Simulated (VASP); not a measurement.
Here is a VASP 6.6.1 calculation.

Contents of INCAR:

```
SYSTEM = MgZr2O3
ALGO = Normal ; EDIFF = 1E-6
ENCUT = 520 ; GGA = PE
ISIF = 2 ; ISMEAR = 0
LASPH = .TRUE. ; LCHARG = .FALSE.
LREAL = .FALSE. ; LWAVE = .FALSE.
NBANDS = 31 ; NELM = 80
PREC = Accurate ; SIGMA = 0.1
```

File KPOINTS:

```
k-points
0
G
  12 12 4
  0 0 0
```

POSCAR

```
MgZr2O3
1.0
    2.9996116174      0.0000000000      0.0000000000
   -1.4998058087      2.5977398621      0.0000000000
    0.0000000000      0.0000000000      8.6975369690
Mg Zr O
1 2 3
Direct
    0.0000000000      0.0000000000      0.5000000000
    0.3333333333      0.6666666667      0.1789161874
    0.6666666667      0.3333333333      0.8210838126
    0.3333333333      0.6666666667      0.6369245374
    0.6666666667      0.3333333333      0.3630754626
    0.0000000000      0.0000000000      0.0000000000
```

Potentials or basis: VASP PAW PBE potentials, release 64 (Mg, Zr_sv, O).

Run with:

```console
$ cat potpaw_PBE.64/Mg/POTCAR potpaw_PBE.64/Zr_sv/POTCAR potpaw_PBE.64/O/POTCAR > POTCAR
$ mpirun -np 1 vasp_std > vasp.out
```

Q: Estimate the largest force.

A: 0.041 eV/Å.

Q: Estimate the pressure.

A: 0.0 GPa.

Q: Predict the band gap on the k mesh.

A: Zero (band 22 reaches 11.11 eV, above the bottom of band 23 at 10.34 eV).

Forces in eV/Å, atoms in the order of the input:
```
Mg   0.000  0.000  0.000
Zr   0.000  0.000  0.006
Zr   0.000  0.000 -0.006
O    0.000  0.000 -0.041
O    0.000  0.000  0.041
O    0.000  0.000  0.000
```
